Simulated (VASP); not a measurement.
# Ca (Pm-3m) in VASP: notebook, part 2 of 2

VASP 6.6.1. The steps go on from the part before.

## Step 4: Single point, PBE+D3(BJ)

This run uses another cell than the first one, of 42.46 Å³/atom.

INCAR

```
SYSTEM = Ca
ALGO = Fast
EDIFF = 1E-6
ENCUT = 520
GGA = PE
ISIF = 2
ISMEAR = 0
IVDW = 12
LASPH = .TRUE.
LCHARG = .TRUE.
LELF = .TRUE.
LREAL = .FALSE.
LVHAR = .TRUE.
LWAVE = .FALSE.
NBANDS = 11
NELM = 60
PREC = Accurate
SIGMA = 0.1
```

KPOINTS

```
k-points
0
G
  8 8 8
  0 0 0
```

POSCAR

```
Ca
1.0
    3.4886563400      0.0000000000      0.0000000000
    0.0000000000      3.4886563400      0.0000000000
    0.0000000000      0.0000000000      3.4886563400
Ca
1
Direct
    0.0000000000      0.0000000000      0.0000000000
```

Potentials or basis: VASP PAW PBE potentials, release 64 (Ca_sv).

The run is started by

```console
cat potpaw_PBE.64/Ca_sv/POTCAR > POTCAR
mpirun -np 1 vasp_std > vasp.out
```

OUTCAR:

```text
SYSTEM = Ca
   EDIFF = 1E-6
   ENCUT = 520
   GGA = PE
   ISIF = 2
   ISMEAR = 0
   IVDW = 12
   LASPH = .TRUE.
   LREAL = .FALSE.
   NELM = 60
   PREC = Accurate
 IVDW          = 12

 ion  position               nearest neighbor table
   1  0.000  0.000  0.000-

  LATTYP: Found a simple cubic cell.
 ALAT       =     3.4886563400

  Lattice vectors:

 A1 = (   3.4886563400,   0.0000000000,   0.0000000000)
 A2 = (   0.0000000000,   3.4886563400,   0.0000000000)
 A3 = (   0.0000000000,   0.0000000000,   3.4886563400)

[... 519 lines left out ...]
 [... further k-points ...]

------------------------ aborting loop because EDIFF is reached ----------------------------------------

 Edisp (eV)   -0.22913

 E8    (eV) :    -0.1161

  FORCE on cell =-STRESS in cart. coord.  units (eV):
  Direction    XX          YY          ZZ          XY          YZ          ZX
  --------------------------------------------------------------------------------------
  -------------------------------------------------------------------------------------
  Total      -0.13076    -0.13076    -0.13076    -0.00000     0.00000    -0.00000
  in kB      -4.93417    -4.93417    -4.93417    -0.00000     0.00000    -0.00000
  external pressure =       -4.93 kB  Pullay stress =        0.00 kB

 VOLUME and BASIS-vectors are now :
 -----------------------------------------------------------------------------
  energy-cutoff  :      520.00
  volume of cell :       42.46
      direct lattice vectors                 reciprocal lattice vectors
     3.488656340  0.000000000  0.000000000     0.286643310  0.000000000  0.000000000
     0.000000000  3.488656340  0.000000000     0.000000000  0.286643310  0.000000000
     0.000000000  0.000000000  3.488656340     0.000000000  0.000000000  0.286643310

 POSITION                                       TOTAL-FORCE (eV/Angst)
 -----------------------------------------------------------------------------------
      0.00000      0.00000      0.00000         0.000000      0.000000      0.000000
 -----------------------------------------------------------------------------------
    total drift:                               -0.000000     -0.000000     -0.000000

  FREE ENERGIE OF THE ION-ELECTRON SYSTEM (eV)
  ---------------------------------------------------
  free  energy   TOTEN  =        -1.7715047378 eV

  energy  without entropy=       -1.7660833317  energy(sigma->0) =       -1.76879403
```

OSZICAR:

```text
N       E                     dE             d eps       ncg     rms          rms(c)
DAV:   1     0.640135153244E+02    0.64014E+02   -0.50076E+03   770   0.823E+02
DAV:   2     0.629826318121E-01   -0.63951E+02   -0.63394E+02   836   0.205E+02
DAV:   3    -0.148484288345E+01   -0.15478E+01   -0.15267E+01  1107   0.304E+01
DAV:   4    -0.155258582271E+01   -0.67743E-01   -0.67614E-01  1028   0.517E+00
DAV:   5    -0.155422162456E+01   -0.16358E-02   -0.16353E-02  1050   0.682E-01    0.225E+00
RMM:   6    -0.154558542074E+01    0.86362E-02   -0.89494E-03   792   0.108E+00    0.140E+00
RMM:   7    -0.154237413923E+01    0.32113E-02   -0.19907E-02   866   0.183E+00    0.124E-01
RMM:   8    -0.154220667071E+01    0.16747E-03   -0.66020E-03   930   0.824E-01    0.577E-02
RMM:   9    -0.154233490971E+01   -0.12824E-03   -0.12920E-03  1031   0.383E-01    0.222E-02
RMM:  10    -0.154236745686E+01   -0.32547E-04   -0.32606E-04  1082   0.156E-01    0.866E-03
RMM:  11    -0.154237381133E+01   -0.63545E-05   -0.64704E-05  1156   0.744E-02    0.150E-02
RMM:  12    -0.154237627003E+01   -0.24587E-05   -0.79714E-06  1031   0.268E-02    0.119E-02
RMM:  13    -0.154237491313E+01    0.13569E-05   -0.65136E-06   922   0.155E-02    0.174E-03
RMM:  14    -0.154237528401E+01   -0.37088E-06   -0.17347E-06   721   0.791E-03
   1 F= -.17715047E+01 E0= -.17687940E+01  d E =-.542141E-02
```

stdout:

```text
POSCAR found type information on POSCAR Ca
 POSCAR found :  1 types and       1 ions
 scaLAPACK will be used
 LDA part: xc-table for (Slater+PW92), standard interpolation
 POSCAR, INCAR and KPOINTS ok, starting setup
 FFT: planning ... GRIDC
 FFT: planning ... GRID_SOFT
 FFT: planning ... GRID
 WAVECAR not read
 entering main loop
WARNING in EDDRMM: call to ZHEGV failed, returncode =   6  3      5
```

Run time: 34 s. Hardware: 1 thread of Intel Xeon 8259CL, shared host; peak memory 0.17 GiB.

Results:

| Quantity | Value |
| --- | --- |
| Free energy | -1.7715 eV |
| Pressure | -0.5 GPa |
| Band gap on the k mesh | zero (bands 5 and 6 overlap by 1.17 eV) |
| Dispersion energy per atom | -0.229 eV |

## Step 5: The runs side by side

| level | cell | further INCAR settings | gap on the mesh (eV) | pressure (GPa) |
| --- | --- | --- | --- | --- |
| PBE+D3(BJ) | a = 3.455 Å, 1 atom | ALGO = Fast; EDIFF = 1e-06; NBANDS = 11 | none | -0.2 |
| PBE | a = 3.489 Å, 1 atom | ALGO = Fast; EDIFF = 1e-07; NBANDS = 11 | none | 0.4 |
| PBE+D3(BJ) | a = 3.489 Å, 1 atom | ALGO = Fast; EDIFF = 1e-06; NBANDS = 11 | none | -0.5 |

Alike in all rows: task single point; potentials or basis VASP PAW PBE potentials, release 64 (Ca_sv); no spin polarisation; k mesh 8 × 8 × 8; cutoff (eV) 520; smearing gaussian 0.1 eV.

Caveats: three body term missing (at least some runs).

Absolute energies hang on the potentials; compare differences alone.
